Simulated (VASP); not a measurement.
Input of a VASP 6.6.1 run:

Contents of INCAR:

```
SYSTEM = Rb2InBiF6
ALGO = Normal
EDIFF = 1E-6
ENCUT = 520
GGA = PS
ISIF = 2
ISMEAR = 1
LASPH = .TRUE.
LCHARG = .FALSE.
LREAL = .FALSE.
LWAVE = .FALSE.
NBANDS = 55
NELM = 80
PREC = Accurate
SIGMA = 0.02
```

Contents of KPOINTS:

```
k-points
0
G
  6 6 6
  0 0 0
```

Contents of POSCAR:

```
Rb2InBiF6
1.0
    0.0000000000      4.7845498536      4.7845498536
    4.7845498536      0.0000000000      4.7845498536
    4.7845498536      4.7845498536      0.0000000000
Rb In Bi F
2 1 1 6
Direct
    0.7500000000      0.7500000000      0.7500000000
    0.2500000000      0.2500000000      0.2500000000
    0.5000000000      0.5000000000      0.5000000000
    0.0000000000      0.0000000000      0.0000000000
    0.7642827441      0.2357172559      0.2357172559
    0.2357172559      0.2357172559      0.7642827441
    0.2357172559      0.7642827441      0.7642827441
    0.2357172559      0.7642827441      0.2357172559
    0.7642827441      0.2357172559      0.7642827441
    0.7642827441      0.7642827441      0.2357172559
```

Potentials or basis: VASP PAW PBE potentials, release 64 (Rb_sv, In_d, Bi_d, F).

Run with:

```bash
$ cat potpaw_PBE.64/Rb_sv/POTCAR potpaw_PBE.64/In_d/POTCAR potpaw_PBE.64/Bi_d/POTCAR potpaw_PBE.64/F/POTCAR > POTCAR
$ mpirun -np 1 vasp_std > vasp.out
```

Task: Predict the pressure.

Result: -0.1 GPa.

Task: Estimate the largest force.

Result: 0.031 eV/Å.

Forces in eV/Å, atoms in the order of the input:
```
Rb   0.000  0.000  0.000
Rb   0.000  0.000  0.000
In   0.000  0.000  0.000
Bi   0.000  0.000  0.000
F    0.031  0.000  0.000
F    0.000  0.000  0.031
F   -0.031  0.000  0.000
F    0.000  0.031  0.000
F    0.000 -0.031  0.000
F    0.000  0.000 -0.031
```

Caveat: the PAW data sets were made with another functional, which shifts forces and pressure a little.
